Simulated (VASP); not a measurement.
# TaN (Fm-3m) in VASP: notebook

The runs below take TaN through single point, relaxation of cell and atoms, with PBE.

All numbers are computed with VASP 6.6.1; they aren't measurements. Logs are shortened: lines on timing, memory, paths and dates and some standing lists are left out, and cuts for length are marked.

### 1 The cell of the first run

It takes space group Fm-3m (No. 225, cubic). The conventional cell has a = 4.417 Å, b = 4.417 Å, c = 4.417 Å, α = 90.00°, β = 90.00°, γ = 90.00°. Within 2.9 Å of Ta (site symmetry m-3m) lie 6 N at 2.21 Å. N (site symmetry m-3m) has 6 Ta at 2.21 Å within 2.9 Å.

### 2 Single point, PBE

Input file INCAR:

```
SYSTEM = TaN
PREC = Accurate
ENCUT = 520
EDIFF = 1E-7
ISMEAR = 0
SIGMA = 0.1
LREAL = .FALSE.
LASPH = .TRUE.
NELM = 100
ALGO = Normal
ISIF = 2
LWAVE = .FALSE.
LCHARG = .FALSE.
GGA = PE
NBANDS = 15
```

Input file KPOINTS:

```
Automatic mesh
0
G
  16 16 16
  0 0 0
```

Input file POSCAR:

```
TaN
1.0
    0.0000000000      2.2086261153      2.2086261153
    2.2086261153      0.0000000000      2.2086261153
    2.2086261153      2.2086261153      0.0000000000
Ta N
1 1
Direct
    0.5000000000      0.5000000000      0.5000000000
    0.0000000000      0.0000000000      0.0000000000
```

Potentials or basis: VASP PAW PBE potentials, release 64 (Ta_pv, N).

Command:

```bash
cat potpaw_PBE.64/Ta_pv/POTCAR potpaw_PBE.64/N/POTCAR > POTCAR
mpirun -np 1 vasp_std > vasp.out
```

OUTCAR:

```text
SYSTEM = TaN
   PREC = Accurate
   ENCUT = 520
   EDIFF = 1E-7
   ISMEAR = 0
   LREAL = .FALSE.
   LASPH = .TRUE.
   NELM = 100
   ISIF = 2
   GGA = PE

 ion  position               nearest neighbor table
   1  0.500  0.500  0.500-   2 2.21   2 2.21   2 2.21   2 2.21   2 2.21   2 2.21
   2  0.000  0.000  0.000-   1 2.21   1 2.21   1 2.21   1 2.21   1 2.21   1 2.21

  LATTYP: Found a face centered cubic cell.
 ALAT       =     4.4172522306

  Lattice vectors:

 A1 = (   0.0000000000,   2.2086261153,   2.2086261153)
 A2 = (   2.2086261153,   0.0000000000,   2.2086261153)
 A3 = (   2.2086261153,   2.2086261153,   0.0000000000)

Analysis of symmetry for initial positions (statically):
=====================================================================
 Subroutine PRICEL returns:
 Original cell was already a primitive cell.

 Routine SETGRP: Setting up the symmetry group for a
 face centered cubic supercell.

 Subroutine GETGRP returns: Found 48 space group operations
 (whereof 48 operations were pure point group operations)
 out of a pool of 48 trial point group operations.

The static configuration has the point symmetry O_h .

Analysis of symmetry for dynamics (positions and initial velocities):
=====================================================================
 Subroutine PRICEL returns:
 Original cell was already a primitive cell.

 Routine SETGRP: Setting up the symmetry group for a
 face centered cubic supercell.

 Subroutine GETGRP returns: Found 48 space group operations
 (whereof 48 operations were pure point group operations)
 out of a pool of 48 trial point group operations.

The dynamic configuration has the point symmetry O_h .

 Subroutine INISYM returns: Found 48 space group operations
 (whereof 48 operations are pure point group operations),
 and found     1 'primitive' translations

----------------------------------------------------------------------------------------

                                     Primitive cell

  volume of cell :      21.5475

  direct lattice vectors                    reciprocal lattice vectors
     0.000000000  2.208626115  2.208626115    -0.226385080  0.226385080  0.226385080
     2.208626115  0.000000000  2.208626115     0.226385080 -0.226385080  0.226385080
     2.208626115  2.208626115  0.000000000     0.226385080  0.226385080 -0.226385080

  length of vectors
     3.123469006  3.123469006  3.123469006     0.392110461  0.392110461  0.392110461

  position of ions in fractional coordinates (direct lattice)
     0.500000000  0.500000000  0.500000000
     0.000000000  0.000000000  0.000000000

  ion indices of the primitive-cell ions
   primitive index   ion index
                 1           1
                 2           2

----------------------------------------------------------------------------------------

 KPOINTS: Automatic mesh

Automatic generation of k-mesh.
 Grid dimensions read from file:
 generate k-points for:   16   16   16

 Generating k-lattice:

  Cartesian coordinates                     Fractional coordinates (reciprocal lattice)
    -0.014149068  0.014149068  0.014149068     0.062500000  0.000000000  0.000000000
     0.014149068 -0.014149068  0.014149068     0.000000000  0.062500000  0.000000000
     0.014149068  0.014149068 -0.014149068     0.000000000  0.000000000  0.062500000

  Length of vectors
     0.024506904  0.024506904  0.024506904

  Shift w.r.t. Gamma in fractional coordinates (k-lattice)
     0.000000000  0.000000000  0.000000000

 Subroutine IBZKPT returns following result:
 ===========================================

 Found    145 irreducible k-points:

 Following reciprocal coordinates:
            Coordinates               Weight
  0.000000  0.000000  0.000000      1.000000
  0.062500  0.000000  0.000000      8.000000
  0.125000  0.000000  0.000000      8.000000
  0.187500  0.000000  0.000000      8.000000
  0.250000  0.000000  0.000000      8.000000
  0.312500  0.000000  0.000000      8.000000
[... 16 lines left out ...]
 -0.125000  0.062500  0.000000     24.000000
 -0.062500  0.062500  0.000000     12.000000
 [... further k-points ...]
   k-points           NKPTS =    145   k-points in BZ     NKDIM =    145   number of bands    NBANDS=     15
   number of dos      NEDOS =    301   number of ions     NIONS =      2
   total plane-waves  NPLWV =  13824
   dimension x,y,z NGX =    24 NGY =   24 NGZ =   24
   dimension x,y,z NGXF=    48 NGYF=   48 NGZF=   48
   ions per type =               1   1
   NGX,Y,Z   is equivalent  to a cutoff of  12.77, 12.77, 12.77 a.u.
   NGXF,Y,Z  is equivalent  to a cutoff of  25.55, 25.55, 25.55 a.u.
 SYSTEM =  TaN
   PREC   = accura    normal or accurate (medium, high low for compatibility)
   ISTART =      0    job   : 0-new  1-cont  2-samecut
   ICHARG =      2    charge: 1-file 2-atom 10-const
   ISPIN  =      1    spin polarized calculation?
   LNONCOLLINEAR =      F non collinear calculations
   LSORBIT =      F    spin-orbit coupling
   LASPH  =      T    aspherical Exc in radial PAW
   ENCUT  =  520.0 eV  38.22 Ry    6.18 a.u.   5.81  5.81  5.81*2*pi/ulx,y,z
   NELM   =    100;   NELMIN=  2; NELMDL= -5     # of ELM steps
   EDIFF  = 0.1E-06   stopping-criterion for ELM
   LREAL  =      F    real-space projection
   EDIFFG = 0.1E-05   stopping-criterion for IOM
   NSW    =      0    number of steps for IOM
   IBRION =     -1    ionic relax: 0-MD 1-quasi-New 2-CG
   NFREE  =      0    steps in history (QN), initial steepest desc. (CG)
   ISIF   =      2    stress and relaxation
   ISYM   =      2    0-nonsym 1-usesym 2-fastsym
   POTIM  = 0.5000    time-step for ionic-motion
   TEBEG  =    0.0;   TEEND  =   0.0 temperature during run
   PSTRESS=    0.0 pullay stress
   NELECT =      16.0000    total number of electrons
   NUPDOWN=      -1.0000    fix difference up-down
   EMIN   =  10.00;   EMAX   =-10.00  energy-range for DOS
   EFERMI =   0.00;   METHOD = LEGACY
   ISMEAR =     0;   SIGMA  =   0.10  broadening in eV -4-tet -1-fermi 0-gaus
   EFERMI_NEDOS =   21; number of points for ismear=-14 and -15
   IALGO  =     38    algorithm
   IMIX   =      4    mixing-type and parameters
     AMIX     =   0.40;   BMIX     =  1.00
     AMIX_MAG =   1.60;   BMIX_MAG =  1.00
  volume/ion in A,a.u.               =      10.77        72.70
  Fermi-wavevector in a.u.,A,eV,Ry     =   1.482459  2.801441 29.901306  2.197684
  Thomas-Fermi vector in A             =   2.596242
   LORBIT       =      0    0 simple, 1 ext, 2 COOP (PROOUT), +10 PAW based schemes
   GGA     = PE    functional components
   LHFCALC =     F    Hartree Fock is set to
   AEXX    =    0.0000 exact exchange contribution
   IVDW    =     0    specifies the selected vdW correction
   LEPSILON=     F    determine dielectric tensor
   LRPA    =     F    only Hartree local field effects (RPA)
 non-spin polarized calculation
 Gauss-broadening in eV      SIGMA  =   0.10
  energy-cutoff  :      520.00
  volume of cell :       21.55
 maximum number of plane-waves:       604
   NGX = 11   NGY = 11   NGZ = 11

 number of electron      16.0000003 magnetization

 Free energy of the ion-electron system (eV)
  ---------------------------------------------------
  ext. energy  EPLUGINS =         0.00000000
  ---------------------------------------------------
  free energy    TOTEN  =       -21.82639024 eV

  energy without entropy =      -21.82060505  energy(sigma->0) =      -21.82349765

 E-fermi :   9.3887     XC(G=0): -13.3643

 val. band max:        9.3797996774   @ k =  -0.2500   0.3750   0.1250
 cond. band min:       9.3938326247   @ k =  -0.3125   0.3125   0.1250
 fundamental gap:      0.0140329473
 Fermi energy:         9.3886922354

 k-point     1 :       0.0000    0.0000    0.0000
  band No.  band energies     occupation
      1     -26.4064      2.00000
      2     -26.4064      2.00000
      3     -26.4064      2.00000
      4      -9.3578      2.00000
      5       5.6074      2.00000
      6       5.6074      2.00000
      7       5.6074      2.00000
      8       7.3271      2.00000
      9       7.3271      2.00000
     10       7.3271      2.00000
     11       9.4577      0.32920
     12       9.4577      0.32919
     13      10.8016      0.00000
     14      18.7967      0.00000
     15      21.7300      0.00000

 k-point     2 :       0.0625    0.0000    0.0000
  band No.  band energies     occupation
      1     -26.4396      2.00000
      2     -26.4095      2.00000
      3     -26.4095      2.00000
      4      -9.2654      2.00000
      5       5.1010      2.00000
      6       5.2742      2.00000
      7       5.2742      2.00000
      8       7.4817      2.00000
      9       7.4817      2.00000
     10       7.5467      2.00000
     11       9.8418      0.00000
     12       9.8418      0.00000
     13      11.0960      0.00000
     14      19.0863      0.00000
     15      21.7298      0.00000

 k-point     3 :       0.1250    0.0000    0.0000
  band No.  band energies     occupation
      1     -26.5331      2.00000
      2     -26.4181      2.00000
      3     -26.4181      2.00000
      4      -8.9980      2.00000
      5       4.0721      2.00000
      6       4.5818      2.00000
      7       4.5818      2.00000
      8       7.8432      2.00000
      9       7.8432      2.00000
     10       7.8722      2.00000
     11      10.7776      0.00000
     12      10.7777      0.00000
     13      11.8431      0.00000
     14      19.8865      0.00000
     15      21.7294      0.00000
[... 343 lines left out ...]
 k-point    23 :      -0.1250    0.0625    0.0000
  band No.  band energies     occupation
      1     -26.5874      2.00000
      2     -26.4477      2.00000
      3     -26.4142      2.00000
      4      -8.8059      2.00000
      5       3.4280      2.00000
      6       4.0399      2.00000
      7       4.5035      2.00000
      8       7.7898      2.00000
      9       7.9971      2.00000
     10       8.5832      2.00000
     11      10.4374      0.00000
     12      11.8550      0.00000
     13      12.5244      0.00000
     14      20.4481      0.00000
     15      21.7291      0.00000

 k-point    24 :      -0.0625    0.0625    0.0000
  band No.  band energies     occupation
      1     -26.4856      2.00000
      2     -26.4274      2.00000
      3     -26.4085      2.00000
      4      -9.1164      2.00000
      5       4.4106      2.00000
      6       4.7378      2.00000
      7       5.0741      2.00000
      8       7.4989      2.00000
      9       7.7089      2.00000
     10       8.0146      2.00000
     11       9.8571      0.00000
     12      10.7118      0.00000
     13      11.6233      0.00000
     14      19.5461      0.00000
     15      21.7296      0.00000

 [... further k-points ...]

------------------------ aborting loop because EDIFF is reached ----------------------------------------

  FORCE on cell =-STRESS in cart. coord.  units (eV):
  Direction    XX          YY          ZZ          XY          YZ          ZX
  --------------------------------------------------------------------------------------
  -------------------------------------------------------------------------------------
  Total        0.1047466      0.1047466      0.1047466      0.0000000     -0.0000000      0.0000000
  in kB        7.7885041      7.7885041      7.7885041      0.0000000     -0.0000000      0.0000000
  external PRESSURE =       7.7885041 kB  Pullay stress =       0.0000000 kB

 VOLUME and BASIS-vectors are now :
 -----------------------------------------------------------------------------
  energy-cutoff  :      520.00
  volume of cell :       21.55
      direct lattice vectors                 reciprocal lattice vectors
     0.000000000  2.208626115  2.208626115    -0.226385080  0.226385080  0.226385080
     2.208626115  0.000000000  2.208626115     0.226385080 -0.226385080  0.226385080
     2.208626115  2.208626115  0.000000000     0.226385080  0.226385080 -0.226385080

 POSITION                                       TOTAL-FORCE (eV/Angst)
 -----------------------------------------------------------------------------------
      2.20863      2.20863      2.20863        -0.000000     -0.000000     -0.000000
      0.00000      0.00000      0.00000         0.000000      0.000000      0.000000
 -----------------------------------------------------------------------------------
    total drift:                                0.000000     -0.000000     -0.000000

  FREE ENERGIE OF THE ION-ELECTRON SYSTEM (eV)
  ---------------------------------------------------
  free  energy   TOTEN  =       -21.8263902427 eV

  energy  without entropy=      -21.8206050478  energy(sigma->0) =      -21.82349765
```

Wall time 25 s (1 thread of Intel Xeon Platinum 8488C (Sapphire Rapids), shared host); peak memory 0.17 GiB.

What came out:

```
Free energy            : -21.8264 eV
Pressure               : 0.8 GPa
Band gap on the k mesh : zero (bands 8 and 9 overlap by 3.93 eV)
```

Levels at points of the mesh, in eV from the Fermi level:
| k point | band 5 | band 6 | band 7 | band 8 | band 9 | band 10 | band 11 | band 12 |
| --- | --- | --- | --- | --- | --- | --- | --- | --- |
| (0.00, 0.00, 0.00) | -3.78 | -3.78 | -3.78 | -2.06 | -2.06 | -2.06 | 0.07 | 0.07 |
| (0.50, 0.00, 0.00) | -10.26 | -7.47 | -7.47 | 1.87 | 1.87 | 1.96 | 3.79 | 7.40 |
| (0.50, 0.50, 0.00) | -6.61 | -5.37 | -4.60 | -4.60 | 2.08 | 3.48 | 3.48 | 4.40 |

Caveat: spin-orbit coupling is left out, which moves the levels of the heavy elements.

(Part 1 of 2 ends here.)
